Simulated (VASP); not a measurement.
# SiW8C8Cl4 in VASP: further runs

The runs below take SiW8C8Cl4 through single point, with PBE.

Everything below comes from runs of VASP 6.6.1. Logs are shortened: lines on timing, memory, paths and dates and some standing lists are left out, and cuts for length are marked.

## 1. The cell of the first run

The cell holds a slab with vacuum, 21 atoms: a = 5.780 Å, b = 5.780 Å, c = 17.232 Å, α = 90.00°, β = 90.00°, γ = 120.00°.

## 2. Single point, PBE

INCAR

```
SYSTEM = SiW8C8Cl4
PREC = Accurate
ENCUT = 520
EDIFF = 1E-6
ISMEAR = -1
SIGMA = 0.1
LREAL = Auto
LASPH = .True.
NELM = 100
ALGO = Normal
ISIF = 2
LWAVE = .False.
LCHARG = .False.
GGA = PE
NBANDS = 104
```

KPOINTS

```
regular mesh
0
Gamma
  2 2 1
  0 0 0
```

POSCAR

```
SiW8C8Cl4
1.0
    5.7800000000      0.0000000000      0.0000000000
   -2.8900000000      5.0056270000      0.0000000000
    0.0000000000      0.0000000000     17.2318000000
W C Si Cl
8 8 1 4
Direct
    0.0000000000      0.0000000000      0.0580322000
    0.0000077072      0.0000638754      0.2257538890
    0.0000000000      0.5000000000      0.0580322000
   -0.0000247448      0.5000399417      0.2257520668
    0.5000000000      0.0000000000      0.0580322000
    0.4999869724      0.0000297373      0.2257559925
    0.5000000000      0.5000000000      0.0580322000
    0.4999875547      0.5000360656      0.2257388106
    0.3333284028      0.1666821820      0.1341298025
    0.3335131438      0.1666562381      0.2909271162
    0.3333282313      0.6666651724      0.1341269837
    0.3331741767      0.6665270509      0.2909217144
    0.8333271379      0.1666775790      0.1341262008
    0.8333428185      0.1667195776      0.2909192849
    0.8333178423      0.6666726765      0.1341367485
    0.8333841257      0.6669056685      0.2909292229
    0.5092086283      0.4781037590      0.5534421842
    0.1811687176      0.4756905286      0.5117370500
    0.5102334758      0.1476151247      0.5156454590
    0.8379191268      0.8048477869      0.5125460672
    0.5075557290      0.4837818853      0.6722068303
```

Potentials or basis: VASP PAW PBE potentials, release 64 (W_sv, C, Si, Cl).

The run is started by

```bash
$ cat potpaw_PBE.64/W_sv/POTCAR potpaw_PBE.64/C/POTCAR potpaw_PBE.64/Si/POTCAR potpaw_PBE.64/Cl/POTCAR > POTCAR
$ mpirun -np 1 vasp_std > vasp.out
```

OUTCAR:

```text
SYSTEM = SiW8C8Cl4
   PREC = Accurate
   ENCUT = 520
   EDIFF = 1E-6
   ISMEAR = -1
   LREAL = Auto
   LASPH = .True.
   NELM = 100
   ISIF = 2
   GGA = PE

 ion  position               nearest neighbor table
   1  0.000  0.000  0.058-   9 2.12  13 2.12  15 2.12   5 2.89   5 2.89   3 2.89   3 2.89   7 2.89
                             7 2.89   2 2.89
   2  0.000  0.000  0.226-  16 2.01  14 2.01  10 2.01  13 2.30   9 2.30  15 2.30   8 2.89   4 2.89
                             6 2.89   6 2.89   4 2.89   8 2.89   1 2.89
   3  0.000  0.500  0.058-  13 2.12  11 2.12  15 2.12   7 2.89   7 2.89   5 2.89   1 2.89   1 2.89
                             5 2.89   4 2.89
   4  1.000  0.500  0.226-  12 2.01  14 2.01  16 2.01  15 2.30  11 2.30  13 2.30   8 2.89   2 2.89
                             6 2.89   6 2.89   2 2.89   8 2.89   3 2.89
   5  0.500  0.000  0.058-  13 2.12  11 2.12   9 2.12   1 2.89   1 2.89   3 2.89   7 2.89   7 2.89
                             3 2.89   6 2.89
   6  0.500  0.000  0.226-  10 2.01  14 2.01  12 2.01   9 2.30  13 2.30  11 2.30   8 2.89   2 2.89
                             4 2.89   4 2.89   2 2.89   8 2.89   5 2.89
   7  0.500  0.500  0.058-   9 2.12  11 2.12  15 2.12   8 2.89   3 2.89   3 2.89   5 2.89   5 2.89
                             1 2.89   1 2.89
   8  0.500  0.500  0.226-  12 2.01  10 2.01  16 2.01  11 2.30  15 2.30   9 2.30   2 2.89   7 2.89
                             4 2.89   6 2.89   6 2.89   4 2.89   2 2.89
   9  0.333  0.167  0.134-   7 2.12   1 2.12   5 2.12   8 2.30   6 2.30   2 2.30
  10  0.334  0.167  0.291-   6 2.01   8 2.01   2 2.01
  11  0.333  0.667  0.134-   3 2.12   5 2.12   7 2.12   8 2.30   4 2.30   6 2.30
  12  0.333  0.667  0.291-   4 2.01   8 2.01   6 2.01
  13  0.833  0.167  0.134-   3 2.12   5 2.12   1 2.12   2 2.30   6 2.30   4 2.30
  14  0.833  0.167  0.291-   2 2.01   4 2.01   6 2.01
  15  0.833  0.667  0.134-   7 2.12   1 2.12   3 2.12   8 2.30   4 2.30   2 2.30
  16  0.833  0.667  0.291-   2 2.01   8 2.01   4 2.01
  17  0.509  0.478  0.553-  19 2.02  20 2.02  18 2.02  21 2.05
  18  0.181  0.476  0.512-  17 2.02
  19  0.510  0.148  0.516-  17 2.02
  20  0.838  0.805  0.513-  17 2.02
  21  0.508  0.484  0.672-  17 2.05

  LATTYP: Found a hexagonal cell.
 ALAT       =     5.7800000000
 C/A-ratio  =     2.9812802768

  Lattice vectors:

 A1 = (   5.7800000000,   0.0000000000,   0.0000000000)
 A2 = (  -2.8900000000,   5.0056270000,   0.0000000000)
 A3 = (   0.0000000000,   0.0000000000,  17.2318000000)

Analysis of symmetry for initial positions (statically):
=====================================================================
 Subroutine PRICEL returns:
 Original cell was already a primitive cell.

 Routine SETGRP: Setting up the symmetry group for a
 hexagonal supercell.

 Subroutine GETGRP returns: Found  1 space group operations
 (whereof  1 operations were pure point group operations)
 out of a pool of 24 trial point group operations.

The static configuration has the point symmetry C_1 .

Analysis of symmetry for dynamics (positions and initial velocities):
=====================================================================
 Subroutine PRICEL returns:
 Original cell was already a primitive cell.

 Routine SETGRP: Setting up the symmetry group for a
 hexagonal supercell.

 Subroutine GETGRP returns: Found  1 space group operations
 (whereof  1 operations were pure point group operations)
 out of a pool of 24 trial point group operations.

The dynamic configuration has the point symmetry C_1 .

 Subroutine INISYM returns: Found  1 space group operations
 (whereof  1 operations are pure point group operations),
 and found     1 'primitive' translations

----------------------------------------------------------------------------------------

                                     Primitive cell

  volume of cell :     498.5595

  direct lattice vectors                    reciprocal lattice vectors
     5.780000000  0.000000000  0.000000000     0.173010381  0.099887587  0.000000000
    -2.890000000  5.005627000  0.000000000     0.000000000  0.199775173  0.000000000
     0.000000000  0.000000000 17.231800000     0.000000000  0.000000000  0.058032243

  length of vectors
     5.780000000  5.780000144 17.231800000     0.199775178  0.199775173  0.058032243

  position of ions in fractional coordinates (direct lattice)
     0.000000000  0.000000000  0.058032200
     0.000007707  0.000063875  0.225753889
     1.000000000  0.500000000  0.058032200
     0.999975255  0.500039942  0.225752067
     0.500000000  0.000000000  0.058032200
     0.499986972  0.000029737  0.225755992
[... 13 lines left out ...]
     0.837919127  0.804847787  0.512546067
     0.507555729  0.483781885  0.672206830

  ion indices of the primitive-cell ions
   primitive index   ion index
                 1           1
                 2           2
                 3           3
                 4           4
                 5           5
                 6           6
[... 13 lines left out ...]
                20          20
                21          21

----------------------------------------------------------------------------------------

 KPOINTS: regular mesh

Automatic generation of k-mesh.
 Grid dimensions read from file:
 generate k-points for:    2    2    1

 Generating k-lattice:

  Cartesian coordinates                     Fractional coordinates (reciprocal lattice)
     0.086505190  0.049943793  0.000000000     0.500000000 -0.000000000  0.000000000
     0.000000000  0.099887587  0.000000000     0.000000000  0.500000000  0.000000000
     0.000000000  0.000000000  0.058032243     0.000000000  0.000000000  1.000000000

  Length of vectors
     0.099887589  0.099887587  0.058032243

  Shift w.r.t. Gamma in fractional coordinates (k-lattice)
     0.000000000  0.000000000  0.000000000

 Subroutine IBZKPT returns following result:
 ===========================================

 Found      4 irreducible k-points:

 Following reciprocal coordinates:
            Coordinates               Weight
  0.000000  0.000000  0.000000      1.000000
  0.500000 -0.000000  0.000000      1.000000
  0.000000  0.500000  0.000000      1.000000
  0.500000  0.500000  0.000000      1.000000
   k-points           NKPTS =      4   k-points in BZ     NKDIM =      4   number of bands    NBANDS=    104
   number of dos      NEDOS =    301   number of ions     NIONS =     21
   total plane-waves  NPLWV = 294912
   dimension x,y,z NGX =    48 NGY =   48 NGZ =  128
   dimension x,y,z NGXF=    96 NGYF=   96 NGZF=  256
   ions per type =               8   8   1   4
   NGX,Y,Z   is equivalent  to a cutoff of  13.81, 13.81, 12.35 a.u.
   NGXF,Y,Z  is equivalent  to a cutoff of  27.61, 27.61, 24.70 a.u.
 SYSTEM =  SiW8C8Cl4
   PREC   = accura    normal or accurate (medium, high low for compatibility)
   ISTART =      0    job   : 0-new  1-cont  2-samecut
   ICHARG =      2    charge: 1-file 2-atom 10-const
   ISPIN  =      1    spin polarized calculation?
   LNONCOLLINEAR =      F non collinear calculations
   LSORBIT =      F    spin-orbit coupling
   LASPH  =      T    aspherical Exc in radial PAW
   ENCUT  =  520.0 eV  38.22 Ry    6.18 a.u.  10.75 10.75 32.04*2*pi/ulx,y,z
   NELM   =    100;   NELMIN=  2; NELMDL= -5     # of ELM steps
   EDIFF  = 0.1E-05   stopping-criterion for ELM
   LREAL  =      T    real-space projection
   EDIFFG = 0.1E-04   stopping-criterion for IOM
   NSW    =      0    number of steps for IOM
   IBRION =     -1    ionic relax: 0-MD 1-quasi-New 2-CG
   NFREE  =      0    steps in history (QN), initial steepest desc. (CG)
   ISIF   =      2    stress and relaxation
   ISYM   =      2    0-nonsym 1-usesym 2-fastsym
   POTIM  = 0.5000    time-step for ionic-motion
   TEBEG  =    0.0;   TEEND  =   0.0 temperature during run
   PSTRESS=    0.0 pullay stress
   NELECT =     176.0000    total number of electrons
   NUPDOWN=      -1.0000    fix difference up-down
   EMIN   =  10.00;   EMAX   =-10.00  energy-range for DOS
   EFERMI =   0.00;   METHOD = LEGACY
   ISMEAR =    -1;   SIGMA  =   0.10  broadening in eV -4-tet -1-fermi 0-gaus
   EFERMI_NEDOS =   21; number of points for ismear=-14 and -15
   IALGO  =     38    algorithm
   IMIX   =      4    mixing-type and parameters
     AMIX     =   0.40;   BMIX     =  1.00
     AMIX_MAG =   1.60;   BMIX_MAG =  1.00
  volume/ion in A,a.u.               =      23.74       160.21
  Fermi-wavevector in a.u.,A,eV,Ry     =   1.157018  2.186447 18.213988  1.338690
  Thomas-Fermi vector in A             =   2.293633
   LORBIT       =      0    0 simple, 1 ext, 2 COOP (PROOUT), +10 PAW based schemes
   GGA     = PE    functional components
   LHFCALC =     F    Hartree Fock is set to
   AEXX    =    0.0000 exact exchange contribution
   IVDW    =     0    specifies the selected vdW correction
   LEPSILON=     F    determine dielectric tensor
   LRPA    =     F    only Hartree local field effects (RPA)
 non-spin polarized calculation
  energy-cutoff  :      520.00
  volume of cell :      498.56
 maximum number of plane-waves:     13457
 NGX is ok and might be reduce to    48
   NGX = 21   NGY = 21   NGZ = 65

 number of electron     175.9999986 magnetization

 Free energy of the ion-electron system (eV)
  ---------------------------------------------------
  ext. energy  EPLUGINS =         0.00000000
  ---------------------------------------------------
  free energy    TOTEN  =      -181.65971658 eV

  energy without entropy =     -181.34956993  energy(sigma->0) =     -181.50464326

 E-fermi :   1.9994     XC(G=0):  -7.8976

 val. band max:        1.9800813687   @ k =   0.5000   0.5000   0.0000
 cond. band min:       2.1463607616   @ k =   0.0000   0.0000   0.0000
 fundamental gap:      0.1662793929
 Fermi energy:         1.9994101199

 k-point     1 :       0.0000    0.0000    0.0000
  band No.  band energies     occupation
      1     -72.1077      2.00000
      2     -72.0470      2.00000
      3     -72.0470      2.00000
      4     -72.0469      2.00000
      5     -71.8002      2.00000
      6     -71.7354      2.00000
[... 92 lines left out ...]
     99       5.0553      0.00000
    100       5.3885      0.00000

 k-point     2 :       0.5000   -0.0000    0.0000
  band No.  band energies     occupation
      1     -72.0774      2.00000
      2     -72.0773      2.00000
      3     -72.0470      2.00000
      4     -72.0469      2.00000
      5     -71.7678      2.00000
      6     -71.7675      2.00000
[... 92 lines left out ...]
     99       3.9041      0.00000
    100       3.9049      0.00000

 k-point     3 :       0.0000    0.5000    0.0000
  band No.  band energies     occupation
      1     -72.0774      2.00000
      2     -72.0774      2.00000
      3     -72.0470      2.00000
      4     -72.0469      2.00000
      5     -71.7679      2.00000
      6     -71.7674      2.00000
[... 92 lines left out ...]
     99       3.9041      0.00000
    100       3.9049      0.00000

 k-point     4 :       0.5000    0.5000    0.0000
  band No.  band energies     occupation
      1     -72.0774      2.00000
      2     -72.0774      2.00000
      3     -72.0470      2.00000
      4     -72.0469      2.00000
      5     -71.7679      2.00000
      6     -71.7674      2.00000
[... 92 lines left out ...]
     99       3.9041      0.00000
    100       3.9046      0.00000
 [bands above 100 left out]

------------------------ aborting loop because EDIFF is reached ----------------------------------------

  FORCE on cell =-STRESS in cart. coord.  units (eV):
  Direction    XX          YY          ZZ          XY          YZ          ZX
  --------------------------------------------------------------------------------------
  -------------------------------------------------------------------------------------
  Total       11.4708374     11.4697949      0.6380012     -0.0020709      0.0100455     -0.0149745
  in kB       36.8628356     36.8594854      2.0502891     -0.0066552      0.0322822     -0.0481222
  external PRESSURE =      25.2575367 kB  Pullay stress =       0.0000000 kB

 VOLUME and BASIS-vectors are now :
 -----------------------------------------------------------------------------
  energy-cutoff  :      520.00
  volume of cell :      498.56
      direct lattice vectors                 reciprocal lattice vectors
     5.780000000  0.000000000  0.000000000     0.173010381  0.099887587  0.000000000
    -2.890000000  5.005627000  0.000000000     0.000000000  0.199775173  0.000000000
     0.000000000  0.000000000 17.231800000     0.000000000  0.000000000  0.058032243

 POSITION                                       TOTAL-FORCE (eV/Angst)
 -----------------------------------------------------------------------------------
      0.00000      0.00000      1.00000        -0.000685      0.001188     -0.065510
     -0.00014      0.00032      3.89015         0.003999      0.003574     -0.047235
     -1.44500      2.50281      1.00000        -0.002372      0.000750     -0.065606
      4.33474      2.50301      3.89011        -0.004160     -0.000645     -0.046677
      2.89000      0.00000      1.00000        -0.000218     -0.000211     -0.066165
      2.88984      0.00015      3.89018         0.005906     -0.007311     -0.049130
[... 13 lines left out ...]
      2.51716      4.02877      8.83209        -0.013577     -0.033305      0.018060
      1.53554      2.42163     11.58333        -0.003725      0.006021     -0.061279
 -----------------------------------------------------------------------------------
    total drift:                                0.007539     -0.003516      0.014434

  FREE ENERGIE OF THE ION-ELECTRON SYSTEM (eV)
  ---------------------------------------------------
  free  energy   TOTEN  =      -181.6597165805 eV

  energy  without entropy=     -181.3495699300  energy(sigma->0) =     -181.50464326
```

Wall time 7.2 min (1 thread of Intel Xeon Platinum 8488C (Sapphire Rapids), shared host); peak memory 0.68 GiB.

Results:

| Item | Value |
| --- | --- |
| Free energy | -181.6597 eV |
| Largest force | 0.092 eV/Å |
| Band gap on the k mesh | zero (bands 88 and 89 overlap by 0.28 eV) |

Forces on the atoms (eV/Å):
```
W   -0.001  0.001 -0.066
W    0.004  0.004 -0.047
W   -0.002  0.001 -0.066
W   -0.004 -0.001 -0.047
W    0.000  0.000 -0.066
W    0.006 -0.007 -0.049
W    0.000  0.001 -0.066
W    0.002 -0.001 -0.037
C    0.000  0.000  0.020
C   -0.015  0.004  0.089
C   -0.001  0.000  0.020
C    0.006  0.011  0.089
C   -0.001  0.000  0.020
C    0.001 -0.003  0.092
C    0.002  0.000  0.017
C    0.003 -0.012  0.087
Si   0.000 -0.001  0.010
Cl   0.039  0.003  0.015
Cl  -0.020  0.027  0.029
Cl  -0.014 -0.033  0.018
Cl  -0.004  0.006 -0.061
```

Caveat: the k points lie up to 0.63 Å⁻¹ apart; spin-orbit coupling is left out, which moves the levels of the heavy elements.

## 3. Single point, PBE

INCAR

```
SYSTEM = SiW8C8Cl4
  ALGO = Normal
  EDIFF = 1E-7
  ENCUT = 520
  GGA = PE
  ISIF = 2
  ISMEAR = -1
  LASPH = .TRUE.
  LCHARG = .TRUE.
  LELF = .TRUE.
  LREAL = Auto
  LVHAR = .TRUE.
  LWAVE = .FALSE.
  NBANDS = 104
  NELM = 100
  PREC = Accurate
  SIGMA = 0.1
```

KPOINTS

```
k-points
0
G
  2 2 1
  0 0 0
```

POSCAR

```
SiW8C8Cl4
1.0
    5.7800000000      0.0000000000      0.0000000000
   -2.8900000000      5.0056270000      0.0000000000
    0.0000000000      0.0000000000     17.2318000000
W C Si Cl
8 8 1 4
Direct
    0.0000000000      0.0000000000      0.0580322427
    0.0060062911      0.0058534126      0.2250548405
   -0.0000013485      0.4999973030      0.0580322427
   -0.0100882758      0.5042525142      0.2261632563
    0.5000000000      0.0000000000      0.0580322427
    0.5029700413     -0.0011187410      0.2268364303
    0.4999986515      0.4999973030      0.0580322427
    0.5057752663      0.5145609131      0.2281885816
    0.3434085057      0.1822149353      0.1375015959
    0.3291233283      0.1736445804      0.2871319305
    0.3399870076      0.6861677868      0.1325456424
    0.3305939372      0.6647518882      0.2944730092
    0.8503495127      0.1785190946      0.1377279216
    0.8226105684      0.1639754620      0.2955582121
    0.8213233843      0.6561415783      0.1312399169
    0.8277219922      0.6792156108      0.2925579452
    0.4758448893      0.4833160761      0.5517241379
    0.1402476364      0.4661354112      0.5168467601
    0.5011367135      0.1551453994      0.5260274609
    0.8021808451      0.7867146314      0.4966515396
    0.5095792708      0.5517190953      0.6692684455
```

Potentials or basis: VASP PAW PBE potentials, release 64 (W_sv, C, Si, Cl).

The run is started by

```bash
$ cat potpaw_PBE.64/W_sv/POTCAR potpaw_PBE.64/C/POTCAR potpaw_PBE.64/Si/POTCAR potpaw_PBE.64/Cl/POTCAR > POTCAR
$ mpirun -np 1 vasp_std > vasp.out
```

Run time: 8.5 min. Hardware: 1 thread of Intel Xeon Platinum 8488C (Sapphire Rapids), shared host; peak memory 0.69 GiB.

Results (log left out):

```
Free energy            : -181.0620 eV
Largest force          : 1.994 eV/Å
Band gap on the k mesh : zero (bands 88 and 89 overlap by 0.41 eV)
```

Forces on the atoms (eV/Å):
```
W    0.138  0.529  0.311
W   -1.352  0.124  0.273
W    0.166  0.068 -0.007
W    1.675  0.002  1.083
W   -0.021  0.869  0.237
W   -0.659  0.717  0.065
W   -0.452 -0.027 -0.143
W   -0.501 -0.883 -1.192
C   -0.044 -0.913 -0.996
C    0.555 -0.089  1.242
C    0.058 -1.238  0.650
C   -0.802  0.030 -0.681
C   -0.764 -0.543 -0.675
C    0.513  0.548 -1.098
C    0.723  1.054  0.762
C    0.765 -0.252  0.137
Si   0.957  0.534  0.199
Cl  -0.284 -0.075 -0.285
Cl  -0.356 -0.240  0.115
Cl  -0.387 -0.153  0.121
Cl   0.072 -0.061 -0.118
```

Levels at points of the mesh, in eV from the Fermi level:
```
           k point  band 86  band 87  band 88  band 89  band 90  band 91
(0.00, 0.00, 0.00)     0.14     0.20     0.28     0.35     1.01     1.38
(0.50, 0.00, 0.00)    -1.20    -0.63    -0.53     0.01     0.09     1.06
(0.00, 0.50, 0.00)    -1.19    -0.71    -0.52    -0.13     0.02     1.04
(0.50, 0.50, 0.00)    -1.17    -0.60    -0.54    -0.12    -0.03     1.05
```

Caveat: the k points lie up to 0.63 Å⁻¹ apart; spin-orbit coupling is left out, which moves the levels of the heavy elements.
